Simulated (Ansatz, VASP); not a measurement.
YZrF2 in VASP and in Ansatz

```
Y Zr F
1.0
     4.46048    0.00000    0.00000
     0.00000    4.46048    0.00000
     0.00000    0.00000    2.62768
Y Zr F
1 1 2
Direct
  0.50000 0.50000 0.50000
  0.00000 0.00000 0.00000
  0.50000 0.00000 0.00000
  0.00000 0.50000 0.00000
```

Alike in both runs: task relaxation of cell and atoms; functional PBE; k mesh 4 × 4 × 6; occupations gaussian, width 0.1 eV; no spin polarisation.

```csv
,VASP,Ansatz
version,VASP 6.6.1,Ansatz 0.2.0
potentials or method,"VASP PAW PBE potentials, release 64 (Y_sv, Zr_sv, F_h), cutoff 910 eV","scalar-relativistic, plane waves, PAW"
valence electrons in the cell,37,37
```

Ansatz gave:

| Property | Result |
| --- | --- |
| gap on the k mesh at the Fermi level, each at its own relaxed structure (eV) | none |
| relaxed volume (Å³/atom) | 17.06 |
| relaxed cell length with the largest relative difference (Å) | 3.353 |

Problem. Estimate VASP's values.

Solution. gap on the k mesh at the Fermi level, each at its own relaxed structure (eV): none; relaxed volume (Å³/atom): 15.80; relaxed cell length with the largest relative difference (Å): 3.069.

A gap of «none» marks a metal or a gap that the smearing closes. One of these differences is far larger than is usual between the two programs; its cause wasn't traced.

The k mesh is coarse, so the values compare programs but aren't converged. Noted on VASP's run: the cutoff is short for stress, so the pressure is rough; the volume moved by over 15 % at a fixed basis, so the end points are rough.
